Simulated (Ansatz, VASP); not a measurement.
**InP: VASP beside Ansatz**

```
In P
1.0
     3.00839    0.00000    0.00000
    -1.50419    2.60534    0.00000
     0.00000    0.00000    5.36738
In P
1 1
Direct
  0.00000 0.00000 0.00000
  0.00000 0.00000 0.50000
```

Alike in both runs: functional PBE; k mesh 6 × 6 × 6; occupations gaussian, width 0.1 eV; no spin polarisation.

Ansatz relaxed the structure, and its values are those at the end. VASP's run is a single point on that final structure, the one shown.

```csv
,VASP,Ansatz
version,VASP 6.6.1,Ansatz 0.2.0
potentials or method,"VASP PAW PBE potentials, release 64 (In_d, P), cutoff 520 eV","scalar-relativistic, plane waves, PAW"
valence electrons in the cell,18,18
```

```tsv
	VASP	Ansatz	Ansatz less VASP
gap on the k mesh at the Fermi level (eV)	none	none	-
pressure (GPa)	0.0	0.1	+0.03
```

A gap of «none» marks a metal or a gap that the smearing closes.

The k mesh is coarse, so the values compare programs but aren't converged.
